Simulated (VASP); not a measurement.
# Pt (Pm-3m) in VASP: single point with PBEsol

Aim: the single point of Pt with PBEsol.

Everything below comes from runs of VASP 6.6.1. Logs are shortened: lines on timing, memory, paths and dates and some standing lists are left out, and cuts for length are marked.

### Step 1. The cell of the first run

Symmetry: Pm-3m, No. 221, cubic system. The conventional cell has a = 2.515 Å, b = 2.515 Å, c = 2.515 Å, α = 90.00°, β = 90.00°, γ = 90.00°. Within 3.3 Å of Pt (site symmetry m-3m) lie 6 Pt at 2.51 Å.

### Step 2. Single point, PBEsol

INCAR

```
  PREC = Accurate
  ENCUT = 520
  EDIFF = 1E-6
  ISMEAR = 0
  SIGMA = 0.15
  LREAL = F
  LASPH = T
  NELM = 80
  ALGO = Normal
  ISIF = 2
  LWAVE = F
  LCHARG = F
  GGA = PS
  NBANDS = 11
```

KPOINTS

```
Automatic mesh
0
Gamma
  24 24 24
```

POSCAR

```
Pt
1.0
   -0.8382641648      1.6765283297      1.6765283297
    1.6765283297     -0.8382641648      1.6765283297
    1.6765283297      1.6765283297     -0.8382641648
Pt
1
Direct
    0.0000000000      0.0000000000      0.0000000000
```

Potentials or basis: VASP PAW PBE potentials, release 64 (Pt).

The run is started by

```
$ cat potpaw_PBE.64/Pt/POTCAR > POTCAR
$ mpirun -np 1 vasp_std > vasp.out
```

OUTCAR:

```text
PREC = Accurate
   ENCUT = 520
   EDIFF = 1E-6
   ISMEAR = 0
   LREAL = F
   LASPH = T
   NELM = 80
   ISIF = 2
   GGA = PS

 ion  position               nearest neighbor table
   1  0.000  0.000  0.000-

  LATTYP: Found a simple cubic cell.
 ALAT       =     2.5147924945

  Lattice vectors:

 A1 = (  -0.8382641648,   1.6765283297,   1.6765283297)
 A2 = (   1.6765283297,  -0.8382641648,   1.6765283297)
 A3 = (   1.6765283297,   1.6765283297,  -0.8382641648)

Analysis of symmetry for initial positions (statically):
=====================================================================
 Subroutine PRICEL returns:
 Original cell was already a primitive cell.

 Routine SETGRP: Setting up the symmetry group for a
 simple cubic supercell.

 Subroutine GETGRP returns: Found 48 space group operations
 (whereof 48 operations were pure point group operations)
 out of a pool of 48 trial point group operations.

The static configuration has the point symmetry O_h .

Analysis of symmetry for dynamics (positions and initial velocities):
=====================================================================
 Subroutine PRICEL returns:
 Original cell was already a primitive cell.

 Routine SETGRP: Setting up the symmetry group for a
 simple cubic supercell.

 Subroutine GETGRP returns: Found 48 space group operations
 (whereof 48 operations were pure point group operations)
 out of a pool of 48 trial point group operations.

The dynamic configuration has the point symmetry O_h .

 Subroutine INISYM returns: Found 48 space group operations
 (whereof 48 operations are pure point group operations),
 and found     1 'primitive' translations

----------------------------------------------------------------------------------------

                                     Primitive cell

  volume of cell :      15.9040

  direct lattice vectors                    reciprocal lattice vectors
    -0.838264165  1.676528330  1.676528330    -0.132549041  0.265098082  0.265098082
     1.676528330 -0.838264165  1.676528330     0.265098082 -0.132549041  0.265098082
     1.676528330  1.676528330 -0.838264165     0.265098082  0.265098082 -0.132549041

  length of vectors
     2.514792495  2.514792495  2.514792495     0.397647123  0.397647123  0.397647123

  position of ions in fractional coordinates (direct lattice)
     0.000000000  0.000000000  0.000000000

  ion indices of the primitive-cell ions
   primitive index   ion index
                 1           1

----------------------------------------------------------------------------------------

 KPOINTS: Automatic mesh

Automatic generation of k-mesh.
 Grid dimensions read from file:
 generate k-points for:   24   24   24

 Generating k-lattice:

  Cartesian coordinates                     Fractional coordinates (reciprocal lattice)
    -0.005522877  0.011045753  0.011045753     0.041666667  0.000000000  0.000000000
     0.011045753 -0.005522877  0.011045753     0.000000000  0.041666667  0.000000000
     0.011045753  0.011045753 -0.005522877     0.000000000  0.000000000  0.041666667

  Length of vectors
     0.016568630  0.016568630  0.016568630

  Shift w.r.t. Gamma in fractional coordinates (k-lattice)
     0.000000000  0.000000000  0.000000000

 Subroutine IBZKPT returns following result:
 ===========================================

 Found    455 irreducible k-points:

 Following reciprocal coordinates:
            Coordinates               Weight
  0.000000  0.000000  0.000000      1.000000
  0.041667  0.000000  0.000000      6.000000
  0.083333  0.000000  0.000000      6.000000
  0.125000  0.000000  0.000000      6.000000
  0.166667  0.000000  0.000000      6.000000
  0.208333  0.000000  0.000000      6.000000
[... 16 lines left out ...]
  0.416667  0.041667  0.000000     24.000000
  0.458333  0.041667  0.000000     24.000000
 [... further k-points ...]
   k-points           NKPTS =    455   k-points in BZ     NKDIM =    455   number of bands    NBANDS=     11
   number of dos      NEDOS =    301   number of ions     NIONS =      1
   total plane-waves  NPLWV =   8000
   dimension x,y,z NGX =    20 NGY =   20 NGZ =   20
   dimension x,y,z NGXF=    40 NGYF=   40 NGZF=   40
   ions per type =               1
   NGX,Y,Z   is equivalent  to a cutoff of  13.22, 13.22, 13.22 a.u.
   NGXF,Y,Z  is equivalent  to a cutoff of  26.44, 26.44, 26.44 a.u.
 SYSTEM =  unknown system
   PREC   = accura    normal or accurate (medium, high low for compatibility)
   ISTART =      0    job   : 0-new  1-cont  2-samecut
   ICHARG =      2    charge: 1-file 2-atom 10-const
   ISPIN  =      1    spin polarized calculation?
   LNONCOLLINEAR =      F non collinear calculations
   LSORBIT =      F    spin-orbit coupling
   LASPH  =      T    aspherical Exc in radial PAW
   ENCUT  =  520.0 eV  38.22 Ry    6.18 a.u.   4.68  4.68  4.68*2*pi/ulx,y,z
   NELM   =     80;   NELMIN=  2; NELMDL= -5     # of ELM steps
   EDIFF  = 0.1E-05   stopping-criterion for ELM
   LREAL  =      F    real-space projection
   EDIFFG = 0.1E-04   stopping-criterion for IOM
   NSW    =      0    number of steps for IOM
   IBRION =     -1    ionic relax: 0-MD 1-quasi-New 2-CG
   NFREE  =      0    steps in history (QN), initial steepest desc. (CG)
   ISIF   =      2    stress and relaxation
   ISYM   =      2    0-nonsym 1-usesym 2-fastsym
   POTIM  = 0.5000    time-step for ionic-motion
   TEBEG  =    0.0;   TEEND  =   0.0 temperature during run
   PSTRESS=    0.0 pullay stress
   NELECT =      10.0000    total number of electrons
   NUPDOWN=      -1.0000    fix difference up-down
   EMIN   =  10.00;   EMAX   =-10.00  energy-range for DOS
   EFERMI =   0.00;   METHOD = LEGACY
   ISMEAR =     0;   SIGMA  =   0.15  broadening in eV -4-tet -1-fermi 0-gaus
   EFERMI_NEDOS =   21; number of points for ismear=-14 and -15
   IALGO  =     38    algorithm
   IMIX   =      4    mixing-type and parameters
     AMIX     =   0.40;   BMIX     =  1.00
     AMIX_MAG =   1.60;   BMIX_MAG =  1.00
  volume/ion in A,a.u.               =      15.90       107.33
  Fermi-wavevector in a.u.,A,eV,Ry     =   1.402510  2.650360 26.763132  1.967035
  Thomas-Fermi vector in A             =   2.525265
   LORBIT       =      0    0 simple, 1 ext, 2 COOP (PROOUT), +10 PAW based schemes
   GGA     = PS    functional components
   LHFCALC =     F    Hartree Fock is set to
   AEXX    =    0.0000 exact exchange contribution
   IVDW    =     0    specifies the selected vdW correction
   LEPSILON=     F    determine dielectric tensor
   LRPA    =     F    only Hartree local field effects (RPA)
 non-spin polarized calculation
 Gauss-broadening in eV      SIGMA  =   0.15
  energy-cutoff  :      520.00
  volume of cell :       15.90
 maximum number of plane-waves:       449
 NGX is ok and might be reduce to    20
   NGX =  9   NGY =  9   NGZ =  9

 number of electron      10.0000003 magnetization

 Free energy of the ion-electron system (eV)
  ---------------------------------------------------
  ext. energy  EPLUGINS =         0.00000000
  ---------------------------------------------------
  free energy    TOTEN  =        -6.34045946 eV

  energy without entropy =       -6.32771124  energy(sigma->0) =       -6.33408535

 E-fermi :  10.1623     XC(G=0): -13.1723

 val. band max:       10.1564006176   @ k =   0.5000   0.1667   0.0000
 cond. band min:      10.1668915638   @ k =   0.3750   0.3750   0.2500
 fundamental gap:      0.0104909462
 Fermi energy:        10.1623136070

 k-point     1 :       0.0000    0.0000    0.0000
  band No.  band energies     occupation
      1       0.4830      2.00000
      2       3.3683      2.00000
      3       3.3683      2.00000
      4      10.5949      0.00005
      5      10.5949      0.00005
      6      10.5949      0.00005
      7      25.9902      0.00000
      8      25.9902      0.00000
      9      25.9902      0.00000
     10      32.3489      0.00000
     11      35.2158      0.00000

 k-point     2 :       0.0417    0.0000    0.0000
  band No.  band energies     occupation
      1       0.5391      2.00000
      2       3.3794      2.00000
      3       3.4209      2.00000
      4      10.5368      0.00042
      5      10.5368      0.00041
      6      10.5993      0.00004
      7      25.5954      0.00000
      8      26.0938      0.00000
      9      26.0938      0.00000
     10      32.6381      0.00000
     11      34.6985      0.00000

 k-point     3 :       0.0833    0.0000    0.0000
  band No.  band energies     occupation
      1       0.7020      2.00000
      2       3.4120      2.00000
      3       3.5809      2.00000
      4      10.3702      0.05001
      5      10.3702      0.05000
      6      10.6122      0.00002
      7      24.6326      0.00000
      8      26.3954      0.00000
      9      26.3954      0.00000
     10      33.1759      0.00000
     11      33.6490      0.00000

 k-point     4 :       0.1250    0.0000    0.0000
  band No.  band energies     occupation
      1       0.9559      2.00000
      2       3.4644      2.00000
      3       3.8545      2.00000
      4      10.1157      1.33983
      5      10.1157      1.33982
      6      10.6329      0.00001
      7      23.4248      0.00000
      8      26.8696      0.00000
      9      26.8696      0.00000
     10      32.4993      0.00000
     11      33.5377      0.00000
[... 239 lines left out ...]
 k-point    22 :       0.3750    0.0417    0.0000
  band No.  band energies     occupation
      1       3.0235      2.00000
      2       4.0043      2.00000
      3       7.4391      2.00000
      4       8.2525      2.00000
      5       8.4621      2.00000
      6      10.7689      0.00000
      7      16.7896      0.00000
      8      27.3509      0.00000
      9      30.4305      0.00000
     10      31.3508      0.00000
     11      32.2510      0.00000

 k-point    23 :       0.4167    0.0417    0.0000
  band No.  band energies     occupation
      1       3.2419      2.00000
      2       4.0644      2.00000
      3       7.6183      2.00000
      4       8.0741      2.00000
      5       8.7979      2.00000
      6      10.7908      0.00000
      7      16.0833      0.00000
      8      26.9664      0.00000
      9      30.5714      0.00000
     10      31.8999      0.00000
     11      31.9526      0.00000

 k-point    24 :       0.4583    0.0417    0.0000
  band No.  band energies     occupation
      1       3.3815      2.00000
      2       4.1028      2.00000
      3       7.5984      2.00000
      4       7.9645      2.00000
      5       9.2040      2.00000
      6      10.8047      0.00000
      7      15.6051      0.00000
      8      26.7305      0.00000
      9      30.3662      0.00000
     10      31.9440      0.00000
     11      32.3671      0.00000

 [... further k-points ...]

------------------------ aborting loop because EDIFF is reached ----------------------------------------

  FORCE on cell =-STRESS in cart. coord.  units (eV):
  Direction    XX          YY          ZZ          XY          YZ          ZX
  --------------------------------------------------------------------------------------
  -------------------------------------------------------------------------------------
  Total        2.2530587      2.2530587      2.2530587      0.0000000      0.0000000      0.0000000
  in kB      226.9742719    226.9742719    226.9742719      0.0000000      0.0000000      0.0000000
  external PRESSURE =     226.9742719 kB  Pullay stress =       0.0000000 kB

 VOLUME and BASIS-vectors are now :
 -----------------------------------------------------------------------------
  energy-cutoff  :      520.00
  volume of cell :       15.90
      direct lattice vectors                 reciprocal lattice vectors
    -0.838264165  1.676528330  1.676528330    -0.132549041  0.265098082  0.265098082
     1.676528330 -0.838264165  1.676528330     0.265098082 -0.132549041  0.265098082
     1.676528330  1.676528330 -0.838264165     0.265098082  0.265098082 -0.132549041

 POSITION                                       TOTAL-FORCE (eV/Angst)
 -----------------------------------------------------------------------------------
      0.00000      0.00000      0.00000         0.000000     -0.000000      0.000000
 -----------------------------------------------------------------------------------
    total drift:                                0.000000     -0.000000      0.000000

  FREE ENERGIE OF THE ION-ELECTRON SYSTEM (eV)
  ---------------------------------------------------
  free  energy   TOTEN  =        -6.3404594564 eV

  energy  without entropy=       -6.3277112427  energy(sigma->0) =       -6.33408535
```

Wall time 27 s (1 thread of Intel Xeon 6975P-C (Granite Rapids), shared host); peak memory 0.2 GiB.

Results:

* Free energy: -6.3405 eV
* Pressure: 22.7 GPa
* Band gap on the k mesh: zero (band 5 reaches 12.74 eV, above the bottom of band 6 at 8.82 eV)

Caveat: the PAW data sets were made with another functional, which shifts forces and pressure a little; spin-orbit coupling is left out, which moves the levels of the heavy elements.
